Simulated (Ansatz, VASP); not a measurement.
SnO2 in VASP and in Ansatz

File POSCAR:

```
SnO2
1.0
    4.7880040000      0.0000000000      0.0000000000
    0.0000000000      4.8665820000      0.0000000000
    0.0000000000      0.0000000000      3.2408980000
Sn O
2 4
Direct
    0.5000000000      0.5000000000      0.5000000000
    0.0000000000      0.0000000000      0.0000000000
    0.2918550005      0.3210420003      0.0000000000
    0.7918550005      0.1789579997      0.5000000000
    0.2081449995      0.8210420003      0.5000000000
    0.7081449995      0.6789579997      0.0000000000
```

File INCAR.step1:

```
PREC = Accurate
ENCUT = 520
ISMEAR = 0
SIGMA = 0.01
LREAL = False
LASPH = True
NELM = 100
NBANDS = 35
GGA = PE
ALGO = Normal
EDIFF = 1E-4
LWAVE = True
LCHARG = False
```

The input INCAR.step2:

```
PREC = Accurate
ENCUT = 520
EDIFF = 1E-6
ISMEAR = 0
SIGMA = 0.01
LREAL = False
LASPH = True
NELM = 100
ALGO = Normal
ISIF = 2
LWAVE = False
LCHARG = False
METAGGA = R2SCAN
LMIXTAU = True
NBANDS = 35
ISTART = 1
```

File KPOINTS:

```
Automatic mesh
0
Gamma
  4 4 6
```

Input for Ansatz:

```yaml
crystal:
  lattice:
    - [4.788004, 0.0, 0.0]
    - [0.0, 4.866582, 0.0]
    - [0.0, 0.0, 3.240898]
  atoms:
    - { symbol: Sn, position: [0.5, 0.5, 0.5] }
    - { symbol: Sn, position: [0.0, 0.0, 0.0] }
    - { symbol: O, position: [0.29185500053884667, 0.32104200031973157, 0.0] }
    - { symbol: O, position: [0.7918550005388466, 0.1789579996802684, 0.5] }
    - { symbol: O, position: [0.20814499946115333, 0.8210420003197316, 0.5] }
    - { symbol: O, position: [0.7081449994611534, 0.6789579996802684, 0.0] }
kpoints:
  mp_grid:
    grid: [4, 4, 6]
  band_path:
    path:
      - [0.0, 0.0, 0.0]
      - [0.5, 0.0, 0.0]
      - [0.5, 0.5, 0.0]
      - [0.0, 0.5, 0.0]
      - [0.0, 0.0, 0.0]
    npoints: 10
hamiltonian:
  xc: r2scan
scf:
  n_extra_bands: 10
  occupations:
    method: fixed
```

Alike in both runs: task single point; functional r2SCAN; k mesh 4 × 4 × 6; no spin polarisation.

```csv
,VASP,Ansatz
version,VASP 6.6.1,Ansatz 0.2.0
potentials or method,"VASP PAW PBE potentials, release 64 (Sn_d, O)","plane waves, PAW"
plane-wave cutoff (eV),520,500
occupations,"gaussian, width 0.01 eV",fixed
valence electrons in the cell,52,52
```

Ansatz gave:

* gap on the k mesh at the Fermi level (eV): 1.40

Which values does VASP return?

gap on the k mesh at the Fermi level (eV): 1.42.

VASP's potentials were made for PBE, not for r2SCAN.
